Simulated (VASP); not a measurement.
Input of a VASP 6.6.1 run:

File INCAR:

```
SYSTEM = SnO
  PREC = Accurate
  ENCUT = 520
  EDIFF = 1E-6
  ISMEAR = 0
  SIGMA = 0.05
  LREAL = .FALSE.
  LASPH = .TRUE.
  NELM = 60
  ALGO = Normal
  ISIF = 2
  LWAVE = .FALSE.
  LCHARG = .TRUE.
  GGA = PE
  LELF = .TRUE.
  LVHAR = .TRUE.
  NBANDS = 28
```

File KPOINTS:

```
regular mesh
0
G
  10 10 8
  0 0 0
```

File POSCAR:

```
SnO
1.0
    3.9187120690      0.0000000000      0.0000000000
    0.0000000000      3.9187120690      0.0000000000
    0.0000000000      0.0000000000      5.0679375214
Sn O
2 2
Direct
   -0.0646449638      0.5000000000      0.2286909982
    0.5646449638      0.0000000000      0.7713090018
    0.0068811044      0.0000000000      0.0000000000
    0.4931188956      0.5000000000      0.0000000000
```

Potentials or basis: VASP PAW PBE potentials, release 64 (Sn_d, O).

Run with:

```console
$ cat potpaw_PBE.64/Sn_d/POTCAR potpaw_PBE.64/O/POTCAR > POTCAR
$ mpirun -np 1 vasp_std > vasp.out
```

(1) What does it give for the pressure?

(2) Predict the band gap on the k mesh.

(3) Estimate the largest force.

Results:

(1) 0.6 GPa.

(2) 0.71 eV (least direct gap 1.81 eV).

(3) 1.315 eV/Å.

Caveat: the cell differs from its parent crystal (atoms displaced along a vibrational mode, the cell strained); semilocal functionals underestimate gaps, and a narrow one can read as zero; spin-orbit coupling is left out, which moves the levels of the heavy elements; forces of over 1 eV/Å act on the atoms, so gaps and moduli don't describe the material at rest.
